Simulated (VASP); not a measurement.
Here is a VASP 6.6.1 calculation.

The input INCAR:

```
SYSTEM = BAs2
PREC = Accurate
ENCUT = 600
EDIFF = 1E-7
ISMEAR = 0
SIGMA = 0.1
LREAL = .FALSE.
LASPH = .TRUE.
NELM = 100
ALGO = Normal
ISIF = 3
LWAVE = .FALSE.
LCHARG = .FALSE.
GGA = PE
IBRION = 2
NSW = 100
EDIFFG = -0.01
```

File KPOINTS:

```
regular mesh
0
G
  16 14 10
  0 0 0
```

POSCAR

```
BAs2
1.0
    3.0855204960      0.0000000000      0.0000000000
    0.0000000000      3.1678115477      0.0000000000
    0.0000000000      0.0000000000      4.8229795032
B As
1 2
Direct
    0.5000000000      0.5000000000      0.5000000000
    0.0000000000      0.0000000000      0.5000000000
    0.0000000000      0.5000000000      0.0000000000
```

Potentials or basis: VASP PAW PBE potentials, release 64 (B, As).

The run is started by

```console
$ cat potpaw_PBE.64/B/POTCAR potpaw_PBE.64/As/POTCAR > POTCAR
$ mpirun -np 1 vasp_std > vasp.out
```

What does it give for the space group after relaxing (to 0.1 Å)?

Pmmm (No. 47).

Predict the relaxed cell.

a = 3.092 Å, b = 3.153 Å, c = 4.858 Å, α = 90.00°, β = 90.00°, γ = 90.00°.

The path:
```csv
step,energy change (eV),largest force (eV/Å),pressure (GPa),volume (Å³)
1,0.0000,0.0000,0.31,47.14
2,-0.0013,0.0000,-0.04,47.35
3,-0.0013,0.0000,-0.01,47.33
4,-0.0016,0.0000,0.02,47.35
5,-0.0016,0.0000,0.06,47.37
6,-0.0016,0.0000,0.05,47.36
```
